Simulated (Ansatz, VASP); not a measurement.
**LaLuAs2 in VASP and in Ansatz**

The input POSCAR:

```
LaLuAs2
1.0
    4.2650772285      0.0000000000      0.0000000000
    0.0000000000      4.2650772285      0.0000000000
    0.0000000000      0.0000000000      6.0110402783
La As Lu
1 2 1
Direct
    0.0000000000      0.0000000000      0.0000000000
    0.0000000000      0.0000000000      0.5000000000
    0.5000000000      0.5000000000      0.0000000000
    0.5000000000      0.5000000000      0.5000000000
```

Contents of INCAR.step1:

```
PREC     = Accurate       # precision mode
ENCUT    = 520            # plane-wave cutoff, eV
ISMEAR   = -1             # smearing method
SIGMA    = 0.02           # smearing width, eV
LREAL    = F              # projectors in reciprocal space
LASPH    = T              # aspherical terms in the spheres
NELM     = 60             # most SCF steps
NBANDS   = 31             # bands
GGA      = PE             # functional
ALGO     = Normal         # electronic algorithm
EDIFF    = 1E-4           # SCF threshold, eV
LWAVE    = T              # write WAVECAR
LCHARG   = F              # write CHGCAR
```

The input INCAR.step2:

```
PREC     = Accurate       # precision mode
ENCUT    = 520            # plane-wave cutoff, eV
EDIFF    = 1E-7           # SCF threshold, eV
ISMEAR   = -1             # smearing method
SIGMA    = 0.02           # smearing width, eV
LREAL    = F              # projectors in reciprocal space
LASPH    = T              # aspherical terms in the spheres
NELM     = 60             # most SCF steps
ALGO     = Normal         # electronic algorithm
ISIF     = 2              # what is computed and relaxed
LWAVE    = F              # write WAVECAR
LCHARG   = T              # write CHGCAR
METAGGA  = R2SCAN         # meta-GGA
LMIXTAU  = T            
LELF     = T              # ELF
LVHAR    = T            
NBANDS   = 31             # bands
ISTART   = 1
```

File KPOINTS:

```
Automatic mesh
0
Gamma
  6 6 4
```

Input for Ansatz:

```yaml
crystal:
  lattice:
    - [4.2650772285, 0.0, 0.0]
    - [0.0, 4.2650772285, 0.0]
    - [0.0, 0.0, 6.0110402783]
  atoms:
    - { symbol: La, position: [0.0, 0.0, 0.0] }
    - { symbol: As, position: [0.0, 0.0, 0.5] }
    - { symbol: Lu, position: [0.5, 0.5, 0.5] }
    - { symbol: As, position: [0.5, 0.5, 0.0] }
kpoints:
  mp_grid: { grid: [6, 6, 4] }
hamiltonian:
  xc: r2scan
scf:
  occupations: { method: fermi_dirac, width: 0.02 }
  n_extra_bands: 5
output:
  forces: true
  stress: true
  eigenvalues: true
```

Alike in both runs: task single point; functional r2SCAN; k mesh 6 × 6 × 4; occupations fermi-dirac, width 0.02 eV; no spin polarisation.

|  | VASP | Ansatz |
| --- | --- | --- |
| version | VASP 6.6.1 | Ansatz 0.2.0 |
| potentials or method | VASP PAW PBE potentials, release 64 (La, As, Lu) | plane waves, PAW |
| plane-wave cutoff (eV) | 520 | 500 |
| valence electrons in the cell | 46 | 66 |

|  | VASP | Ansatz | Ansatz less VASP |
| --- | --- | --- | --- |
| pressure (GPa) | -2.1 | -2.1 | -0.03 |

VASP's potentials were made for PBE, not for r2SCAN. VASP's potentials hold 46 valence electrons a cell and Ansatz's 66, so a difference there can come from the potentials and not from the codes.

Spin-orbit coupling is off throughout.
